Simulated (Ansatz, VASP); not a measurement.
# One calculation of ZnCu2SnS4, two programs

INCAR

```
PREC = Accurate
ENCUT = 520
EDIFF = 1E-6
ISMEAR = -1
SIGMA = 0.05
LREAL = False
LASPH = True
NELM = 60
ALGO = Normal
ISIF = 2
LWAVE = False
LCHARG = True
GGA = PS
LELF = True
LVHAR = True
NBANDS = 46
```

Contents of KPOINTS:

```
Automatic mesh
0
Gamma
  7 7 7
```

The input POSCAR:

```
ZnCu2SnS4
1.0
   -2.7703899998      2.7703899998      5.5311956391
    2.7703899998     -2.7703899998      5.5311956391
    2.7703899998      2.7703899998     -5.5311956391
Sn Zn Cu S
1 1 2 4
Direct
    0.5000000000      0.5000000000      0.0000000000
    0.2500000000      0.7500000000      0.5000000000
    0.7500000000      0.2500000000      0.5000000000
    0.0000000000      0.0000000000      0.0000000000
    0.6279900000      0.6283900000      0.5128000000
    0.8848100000      0.3720100000      0.0004000000
    0.1155900000      0.1151900000      0.4872000000
    0.3716100000      0.8844100000      0.9996000000
```

The input input.yaml:

```yaml
crystal:
  lattice:
    - [-2.7703899998, 2.7703899998, 5.5311956391]
    - [2.7703899998, -2.7703899998, 5.5311956391]
    - [2.7703899998, 2.7703899998, -5.5311956391]
  atoms:
    - { symbol: Sn, position: [0.5, 0.5, 0.0] }
    - { symbol: Zn, position: [0.25, 0.75, 0.5] }
    - { symbol: Cu, position: [0.75, 0.25, 0.5] }
    - { symbol: Cu, position: [0.0, 0.0, 0.0] }
    - { symbol: S, position: [0.62799, 0.62839, 0.5128] }
    - { symbol: S, position: [0.88481, 0.37201, 0.0004] }
    - { symbol: S, position: [0.11559, 0.11519, 0.4872] }
    - { symbol: S, position: [0.37161, 0.88441, 0.9996] }
kpoints:
  mp_grid: { grid: [7, 7, 7] }
scf:
  occupations: { method: fermi_dirac, width: 0.05 }
hamiltonian:
  xc: pbesol
  pseudopotentials: { kind: all_electron, lapw: { basis_error: 0.001 } }
output:
  forces: true
  stress: true
  eigenvalues: true
```

Change from the starting cell: volume scaled by 1.06.

Alike in both runs: task single point; functional PBEsol; k mesh 7 × 7 × 7; occupations fermi-dirac, width 0.05 eV; no spin polarisation.

```csv
,VASP,Ansatz
version,VASP 6.6.1,Ansatz 0.2.0
potentials or method,"VASP PAW PBE potentials, release 64 (Sn_d, Zn, Cu, S), cutoff 520 eV","all-electron LAPW, scalar-relativistic"
```

```tsv
	VASP	Ansatz	Ansatz less VASP
gap on the k mesh at the Fermi level (eV)	none	none	-
pressure (GPa)	-5.2	-5.3	-0.10
traceless stress, the component that is largest in VASP (GPa)	-0.07	-0.07	+0.002
rms of the force components (eV/Å)	0.176	0.188	+0.0118
```

VASP's potentials were made for PBE, not for PBEsol. Atom by atom the forces differ by 0.013 eV/Å (rms over components). A gap of «none» marks a metal or a gap that the smearing closes. Ansatz ran all-electron here, and VASP with PAW potentials.
